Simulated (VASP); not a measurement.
# HfIN (R-3m) in VASP: a series of runs

HfIN is run at these levels: LDA; tasks: single point.

Program: VASP 6.6.1. These are calculated values, not measurements. Logs are shortened: lines on timing, memory, paths and dates and some standing lists are left out, and cuts for length are marked.

**1. The cell of the first run**

Symmetry: R-3m, No. 166, trigonal system. The conventional cell has a = 3.539 Å, b = 3.539 Å, c = 30.987 Å, α = 90.00°, β = 90.00°, γ = 120.00°. Hf (site symmetry 3m) has 4 N at 2.03 to 2.08 Å within 2.7 Å. Within 3.9 Å of I (site symmetry 3m) lie 3 Hf at 2.94 Å and 3 N at 3.22 Å and 6 I at 3.54 Å. N (site symmetry 3m) has 4 Hf at 2.03 to 2.08 Å and 3 N at 2.63 Å within 2.7 Å.

**2. Single point, LDA**

INCAR reads:

```
PREC     = Accurate       # precision mode
ENCUT    = 520            # plane-wave cutoff, eV
EDIFF    = 1E-6           # SCF threshold, eV
ISMEAR   = 0              # smearing method
SIGMA    = 0.01           # smearing width, eV
LREAL    = F              # projectors in reciprocal space
LASPH    = T              # aspherical terms in the spheres
NELM     = 60             # most SCF steps
ALGO     = Normal         # electronic algorithm
ISIF     = 2              # what is computed and relaxed
LWAVE    = F              # write WAVECAR
LCHARG   = F              # write CHGCAR
NBANDS   = 31             # bands
```

KPOINTS reads:

```
regular mesh
0
Gamma
  6 6 6
```

POSCAR reads:

```
HfIN
1.0
    1.7693573174      1.0215383798     10.3290056119
   -1.7693573174      1.0215383798     10.3290056119
    0.0000000000     -2.0430777179     10.3290056119
Hf I N
2 2 2
Direct
    0.7944020000      0.7944020000      0.7944020000
    0.2055980000      0.2055980000      0.2055980000
    0.3930470000      0.3930470000      0.3930470000
    0.6069530000      0.6069530000      0.6069530000
    0.1399440000      0.1399440000      0.1399440000
    0.8600560000      0.8600560000      0.8600560000
```

Potentials or basis: VASP PAW LDA potentials, release 64 (Hf_pv, I, N).

The run is started by

```
$ cat potpaw_LDA.64/Hf_pv/POTCAR potpaw_LDA.64/I/POTCAR potpaw_LDA.64/N/POTCAR > POTCAR
$ mpirun -np 1 vasp_std > vasp.out
```

OUTCAR:

```text
PREC = Accurate
   ENCUT = 520
   EDIFF = 1E-6
   ISMEAR = 0
   LREAL = F
   LASPH = T
   NELM = 60
   ISIF = 2

 ion  position               nearest neighbor table
   1  0.794  0.794  0.794-   6 2.03   5 2.08   5 2.08   5 2.08   3 2.94   3 2.94   3 2.94   2 3.16
                             2 3.16   2 3.16
   2  0.206  0.206  0.206-   5 2.03   6 2.08   6 2.08   6 2.08   4 2.94   4 2.94   4 2.94   1 3.16
                             1 3.16   1 3.16
   3  0.393  0.393  0.393-   1 2.94   1 2.94   1 2.94
   4  0.607  0.607  0.607-   2 2.94   2 2.94   2 2.94
   5  0.140  0.140  0.140-   2 2.03   1 2.08   1 2.08   1 2.08
   6  0.860  0.860  0.860-   1 2.03   2 2.08   2 2.08   2 2.08

  LATTYP: Found a trigonal (rhomboedric) cell.
 ALAT       =    10.5291273574
 COS(alpha) =     0.9435223873

  Lattice vectors:

 A1 = (   1.7693573174,   1.0215383798,  10.3290056119)
 A2 = (  -1.7693573174,   1.0215383798,  10.3290056119)
 A3 = (   0.0000000000,  -2.0430777179,  10.3290056119)

Analysis of symmetry for initial positions (statically):
=====================================================================
 Subroutine PRICEL returns:
 Original cell was already a primitive cell.

 Routine SETGRP: Setting up the symmetry group for a
 trigonal (rhombohedral) supercell.

 Subroutine GETGRP returns: Found 12 space group operations
 (whereof 12 operations were pure point group operations)
 out of a pool of 12 trial point group operations.

The static configuration has the point symmetry D_3d.

Analysis of symmetry for dynamics (positions and initial velocities):
=====================================================================
 Subroutine PRICEL returns:
 Original cell was already a primitive cell.

 Routine SETGRP: Setting up the symmetry group for a
 trigonal (rhombohedral) supercell.

 Subroutine GETGRP returns: Found 12 space group operations
 (whereof 12 operations were pure point group operations)
 out of a pool of 12 trial point group operations.

The dynamic configuration has the point symmetry D_3d.

 Subroutine INISYM returns: Found 12 space group operations
 (whereof 12 operations are pure point group operations),
 and found     1 'primitive' translations

----------------------------------------------------------------------------------------

                                     Primitive cell

  volume of cell :     112.0160

  direct lattice vectors                    reciprocal lattice vectors
     1.769357317  1.021538380 10.329005612     0.282588483  0.163152572  0.032271585
    -1.769357317  1.021538380 10.329005612    -0.282588483  0.163152572  0.032271585
     0.000000000 -2.043077718 10.329005612     0.000000000 -0.326305145  0.032271570

  length of vectors
    10.529127357 10.529127357 10.529127385     0.327897038  0.327897038  0.327897090

  position of ions in fractional coordinates (direct lattice)
     0.794402000  0.794402000  0.794402000
     0.205598000  0.205598000  0.205598000
     0.393047000  0.393047000  0.393047000
     0.606953000  0.606953000  0.606953000
     0.139944000  0.139944000  0.139944000
     0.860056000  0.860056000  0.860056000

  ion indices of the primitive-cell ions
   primitive index   ion index
                 1           1
                 2           2
                 3           3
                 4           4
                 5           5
                 6           6

----------------------------------------------------------------------------------------

 KPOINTS: regular mesh

Automatic generation of k-mesh.
 Grid dimensions read from file:
 generate k-points for:    6    6    6

 Generating k-lattice:

  Cartesian coordinates                     Fractional coordinates (reciprocal lattice)
     0.047098080  0.027192095  0.005378598     0.166666667 -0.000000000  0.000000000
    -0.047098080  0.027192095  0.005378598    -0.000000000  0.166666667  0.000000000
     0.000000000 -0.054384191  0.005378595     0.000000000  0.000000000  0.166666667

  Length of vectors
     0.054649506  0.054649506  0.054649515

  Shift w.r.t. Gamma in fractional coordinates (k-lattice)
     0.000000000  0.000000000  0.000000000

 Subroutine IBZKPT returns following result:
 ===========================================

 Found     32 irreducible k-points:

 Following reciprocal coordinates:
            Coordinates               Weight
  0.000000  0.000000  0.000000      1.000000
  0.166667  0.000000  0.000000      6.000000
  0.333333  0.000000  0.000000      6.000000
  0.500000  0.000000  0.000000      3.000000
  0.166667  0.166667  0.000000      6.000000
  0.333333  0.166667  0.000000     12.000000
[... 16 lines left out ...]
  0.500000  0.500000  0.166667      6.000000
 -0.333333  0.500000  0.166667     12.000000
 [... further k-points ...]
   k-points           NKPTS =     32   k-points in BZ     NKDIM =     32   number of bands    NBANDS=     31
   number of dos      NEDOS =    301   number of ions     NIONS =      6
   total plane-waves  NPLWV = 512000
   dimension x,y,z NGX =    80 NGY =   80 NGZ =   80
   dimension x,y,z NGXF=   160 NGYF=  160 NGZF=  160
   ions per type =               2   2   2
   NGX,Y,Z   is equivalent  to a cutoff of  12.63, 12.63, 12.63 a.u.
   NGXF,Y,Z  is equivalent  to a cutoff of  25.26, 25.26, 25.26 a.u.
 SYSTEM =  unknown system
   PREC   = accura    normal or accurate (medium, high low for compatibility)
   ISTART =      0    job   : 0-new  1-cont  2-samecut
   ICHARG =      2    charge: 1-file 2-atom 10-const
   ISPIN  =      1    spin polarized calculation?
   LNONCOLLINEAR =      F non collinear calculations
   LSORBIT =      F    spin-orbit coupling
   LASPH  =      T    aspherical Exc in radial PAW
   ENCUT  =  520.0 eV  38.22 Ry    6.18 a.u.  19.58 19.58 19.58*2*pi/ulx,y,z
   NELM   =     60;   NELMIN=  2; NELMDL= -5     # of ELM steps
   EDIFF  = 0.1E-05   stopping-criterion for ELM
   LREAL  =      F    real-space projection
   EDIFFG = 0.1E-04   stopping-criterion for IOM
   NSW    =      0    number of steps for IOM
   IBRION =     -1    ionic relax: 0-MD 1-quasi-New 2-CG
   NFREE  =      0    steps in history (QN), initial steepest desc. (CG)
   ISIF   =      2    stress and relaxation
   ISYM   =      2    0-nonsym 1-usesym 2-fastsym
   POTIM  = 0.5000    time-step for ionic-motion
   TEBEG  =    0.0;   TEEND  =   0.0 temperature during run
   PSTRESS=    0.0 pullay stress
   NELECT =      44.0000    total number of electrons
   NUPDOWN=      -1.0000    fix difference up-down
   EMIN   =  10.00;   EMAX   =-10.00  energy-range for DOS
   EFERMI =   0.00;   METHOD = LEGACY
   ISMEAR =     0;   SIGMA  =   0.01  broadening in eV -4-tet -1-fermi 0-gaus
   EFERMI_NEDOS =   21; number of points for ismear=-14 and -15
   IALGO  =     38    algorithm
   IMIX   =      4    mixing-type and parameters
     AMIX     =   0.40;   BMIX     =  1.00
     AMIX_MAG =   1.60;   BMIX_MAG =  1.00
  volume/ion in A,a.u.               =      18.67       125.99
  Fermi-wavevector in a.u.,A,eV,Ry     =   1.198944  2.265676 19.557932  1.437467
  Thomas-Fermi vector in A             =   2.334820
   LORBIT       =      0    0 simple, 1 ext, 2 COOP (PROOUT), +10 PAW based schemes
   GGA     = CA    functional components
   LHFCALC =     F    Hartree Fock is set to
   AEXX    =    0.0000 exact exchange contribution
   IVDW    =     0    specifies the selected vdW correction
   LEPSILON=     F    determine dielectric tensor
   LRPA    =     F    only Hartree local field effects (RPA)
 non-spin polarized calculation
 Gauss-broadening in eV      SIGMA  =   0.01
  energy-cutoff  :      520.00
  volume of cell :      112.02
 maximum number of plane-waves:      3063
 NGX is ok and might be reduce to    80
   NGX = 39   NGY = 39   NGZ = 39

 number of electron      43.9999999 magnetization

 Free energy of the ion-electron system (eV)
  ---------------------------------------------------
  ext. energy  EPLUGINS =         0.00000000
  ---------------------------------------------------
  free energy    TOTEN  =       -52.58074648 eV

  energy without entropy =      -52.58074648  energy(sigma->0) =      -52.58074648

 E-fermi :   6.5772     XC(G=0): -10.8428

 val. band max:        6.5063208736   @ k =   0.5000   0.5000   0.5000
 cond. band min:       7.0145206661   @ k =  -0.3333   0.3333   0.0000
 fundamental gap:      0.5081997925
 Fermi energy:         6.5772353414

 k-point     1 :       0.0000    0.0000    0.0000
  band No.  band energies     occupation
      1     -24.4904      2.00000
      2     -24.0777      2.00000
      3     -24.0777      2.00000
      4     -23.9567      2.00000
      5     -23.9567      2.00000
      6     -23.9457      2.00000
[... 23 lines left out ...]
     30      13.5243      0.00000
     31      13.8690      0.00000

 k-point     2 :       0.1667    0.0000    0.0000
  band No.  band energies     occupation
      1     -24.4788      2.00000
      2     -24.2083      2.00000
      3     -24.1057      2.00000
      4     -24.0243      2.00000
      5     -23.9695      2.00000
      6     -23.9231      2.00000
[... 23 lines left out ...]
     30      12.7101      0.00000
     31      13.0204      0.00000

 k-point     3 :       0.3333    0.0000    0.0000
  band No.  band energies     occupation
      1     -24.4950      2.00000
      2     -24.4146      2.00000
      3     -24.1591      2.00000
      4     -24.0945      2.00000
      5     -23.9969      2.00000
      6     -23.9453      2.00000
[... 23 lines left out ...]
     30      12.1734      0.00000
     31      12.1885      0.00000

 k-point     4 :       0.5000    0.0000    0.0000
  band No.  band energies     occupation
      1     -24.5237      2.00000
      2     -24.5160      2.00000
      3     -24.1848      2.00000
      4     -24.0757      2.00000
      5     -24.0113      2.00000
      6     -23.9853      2.00000
[... 23 lines left out ...]
     30      11.3348      0.00000
     31      11.7978      0.00000

 k-point     5 :       0.1667    0.1667    0.0000
  band No.  band energies     occupation
      1     -24.4788      2.00000
      2     -24.2083      2.00000
      3     -24.1057      2.00000
      4     -24.0243      2.00000
      5     -23.9695      2.00000
      6     -23.9231      2.00000
[... 23 lines left out ...]
     30      12.8595      0.00000
     31      12.9381      0.00000
[... 542 lines left out ...]
     30      11.8624      0.00000
     31      12.3041      0.00000

 k-point    22 :      -0.1667    0.3333    0.1667
  band No.  band energies     occupation
      1     -24.5045      2.00000
      2     -24.4700      2.00000
      3     -24.2438      2.00000
      4     -24.0797      2.00000
      5     -24.0366      2.00000
      6     -23.9673      2.00000
[... 23 lines left out ...]
     30      12.0373      0.00000
     31      12.3233      0.00000

 k-point    23 :       0.5000    0.5000    0.1667
  band No.  band energies     occupation
      1     -24.4950      2.00000
      2     -24.4146      2.00000
      3     -24.1591      2.00000
      4     -24.0945      2.00000
      5     -23.9969      2.00000
      6     -23.9453      2.00000
[... 23 lines left out ...]
     30      11.9525      0.00000
     31      12.0707      0.00000

 k-point    24 :      -0.3333    0.5000    0.1667
  band No.  band energies     occupation
      1     -24.5045      2.00000
      2     -24.4700      2.00000
      3     -24.2438      2.00000
      4     -24.0797      2.00000
      5     -24.0366      2.00000
      6     -23.9673      2.00000
[... 23 lines left out ...]
     30      11.9380      0.00000
     31      12.2504      0.00000

 [... further k-points ...]

------------------------ aborting loop because EDIFF is reached ----------------------------------------

  FORCE on cell =-STRESS in cart. coord.  units (eV):
  Direction    XX          YY          ZZ          XY          YZ          ZX
  --------------------------------------------------------------------------------------
  -------------------------------------------------------------------------------------
  Total        8.5904593      8.5904555      8.8536749      0.0000000     -0.0000003      0.0000000
  in kB      122.8702757    122.8702218    126.6350775      0.0000000     -0.0000039      0.0000000
  external PRESSURE =     124.1251917 kB  Pullay stress =       0.0000000 kB

 VOLUME and BASIS-vectors are now :
 -----------------------------------------------------------------------------
  energy-cutoff  :      520.00
  volume of cell :      112.02
      direct lattice vectors                 reciprocal lattice vectors
     1.769357317  1.021538380 10.329005612     0.282588483  0.163152572  0.032271585
    -1.769357317  1.021538380 10.329005612    -0.282588483  0.163152572  0.032271585
     0.000000000 -2.043077718 10.329005612     0.000000000 -0.326305145  0.032271570

 POSITION                                       TOTAL-FORCE (eV/Angst)
 -----------------------------------------------------------------------------------
      0.00000     -0.00000     24.61615         0.000000      0.000000     -1.357264
      0.00000     -0.00000      6.37087         0.000000     -0.000000      1.357264
      0.00000     -0.00000     12.17935         0.000000      0.000000     -0.762504
      0.00000     -0.00000     18.80766         0.000000     -0.000000      0.762504
      0.00000     -0.00000      4.33645         0.000000      0.000000     -0.628606
      0.00000     -0.00000     26.65057         0.000000     -0.000000      0.628606
 -----------------------------------------------------------------------------------
    total drift:                                0.000000     -0.000000      0.000000

  FREE ENERGIE OF THE ION-ELECTRON SYSTEM (eV)
  ---------------------------------------------------
  free  energy   TOTEN  =       -52.5807464841 eV

  energy  without entropy=      -52.5807464841  energy(sigma->0) =      -52.58074648
```

Run time: 16 min. Hardware: 1 thread of Intel Xeon Platinum 8559C (Emerald Rapids), shared host; peak memory 0.68 GiB.

What came out:

* Free energy: -52.5807 eV
* Pressure: 12.4 GPa
* Largest force: 1.357 eV/Å
* Band gap on the k mesh: 0.51 eV (least direct gap 1.84 eV)

Forces in eV/Å, atoms in the order of the input:
```
Hf   0.000  0.000 -1.357
Hf   0.000  0.000  1.357
I    0.000  0.000 -0.763
I    0.000  0.000  0.763
N    0.000  0.000 -0.629
N    0.000  0.000  0.629
```

Stress tensor (GPa, compression positive):
```
12.29  0.00  0.00
 0.00 12.29  0.00
 0.00  0.00 12.66
```

Levels at points of the mesh, in eV from the valence-band top:
| k point | band 19 | band 20 | band 21 | band 22 | band 23 | band 24 | band 25 | band 26 |
| --- | --- | --- | --- | --- | --- | --- | --- | --- |
| (0.00, 0.00, 0.00) | -0.22 | -0.22 | -0.07 | -0.07 | 1.77 | 1.93 | 1.93 | 3.48 |
| (0.50, 0.00, 0.00) | -2.33 | -2.23 | -1.87 | -1.84 | 1.71 | 2.81 | 2.87 | 3.46 |
| (0.50, 0.50, 0.00) | -2.44 | -2.03 | -1.97 | -1.76 | 1.79 | 2.75 | 3.06 | 3.39 |
| (0.50, 0.50, 0.50) | -0.29 | -0.29 | 0.00 | 0.00 | 1.93 | 1.93 | 1.94 | 3.19 |

Caveat: the cell stands under pressure; semilocal functionals underestimate gaps, and a narrow one can read as zero; spin-orbit coupling is left out, which moves the levels of the heavy elements; forces of over 1 eV/Å act on the atoms, so gaps and moduli don't describe the material at rest. A k mesh can miss the band edges.

**3. Single point, LDA**

This run uses another cell than the first one, of 19.52 Å³/atom.

INCAR reads:

```
SYSTEM = HfIN
ALGO = Normal
EDIFF = 1E-6
ENCUT = 520
GGA = CA
ISIF = 2
ISMEAR = 0
LASPH = .TRUE.
LCHARG = .TRUE.
LELF = .TRUE.
LREAL = .FALSE.
LVHAR = .TRUE.
LWAVE = .FALSE.
NBANDS = 31
NELM = 80
PREC = Accurate
SIGMA = 0.01
```

KPOINTS reads:

```
k-points
0
G
  6 6 6
  0 0 0
```

POSCAR, as its differences from that of step 2:

```diff
@@ -2,5 +2,5 @@
 1.0
-    1.7693573174      1.0215383798     10.3290056119
-   -1.7693573174      1.0215383798     10.3290056119
-    0.0000000000     -2.0430777179     10.3290056119
+    1.7957695295      1.0367874695     10.4831926065
+   -1.7957695295      1.0367874695     10.4831926065
+    0.0000000000     -2.0735759115     10.4831926065
 Hf I N
```

Potentials or basis: VASP PAW LDA potentials, release 64 (Hf_pv, I, N).

The run is started by

```
$ cat potpaw_LDA.64/Hf_pv/POTCAR potpaw_LDA.64/I/POTCAR potpaw_LDA.64/N/POTCAR > POTCAR
$ mpirun -np 1 vasp_std > vasp.out
```

Wall time 19 min (1 thread of Intel Xeon Platinum 8559C (Emerald Rapids), shared host); peak memory 0.67 GiB.

It converged, with:

| Quantity | Value |
| --- | --- |
| Free energy | -52.8590 eV |
| Pressure | 5.3 GPa |
| Largest force | 0.751 eV/Å |
| Band gap on the k mesh | 0.63 eV (least direct gap 1.93 eV) |

Forces in eV/Å, atoms in the order of the input:
```
Hf   0.000  0.000 -0.751
Hf   0.000  0.000  0.751
I    0.000  0.000 -0.333
I    0.000  0.000  0.333
N    0.000  0.000 -0.383
N    0.000  0.000  0.383
```

Stress tensor (GPa, compression positive):
```
5.10 0.00 0.00
0.00 5.10 0.00
0.00 0.00 5.57
```

Levels at points of the mesh, in eV from the valence-band top:
| k point | band 18 | band 19 | band 20 | band 21 | band 22 | band 23 | band 24 | band 25 | band 26 | band 27 |
| --- | --- | --- | --- | --- | --- | --- | --- | --- | --- | --- |
| (0.00, 0.00, 0.00) | -0.71 | -0.20 | -0.20 | -0.07 | -0.07 | 1.86 | 2.01 | 2.01 | 3.44 | 3.44 |
| (0.50, 0.00, 0.00) | -2.29 | -2.13 | -2.10 | -1.72 | -1.71 | 1.77 | 2.80 | 2.92 | 3.48 | 3.77 |
| (0.50, 0.50, 0.00) | -2.29 | -2.27 | -1.86 | -1.83 | -1.62 | 1.84 | 2.75 | 3.08 | 3.39 | 3.62 |
| (0.50, 0.50, 0.50) | -1.32 | -0.26 | -0.26 | 0.00 | 0.00 | 2.00 | 2.00 | 2.02 | 3.24 | 3.44 |

Caveat: the cell stands under pressure; semilocal functionals underestimate gaps, and a narrow one can read as zero; spin-orbit coupling is left out, which moves the levels of the heavy elements.

(Continued in part 2 of 2.)
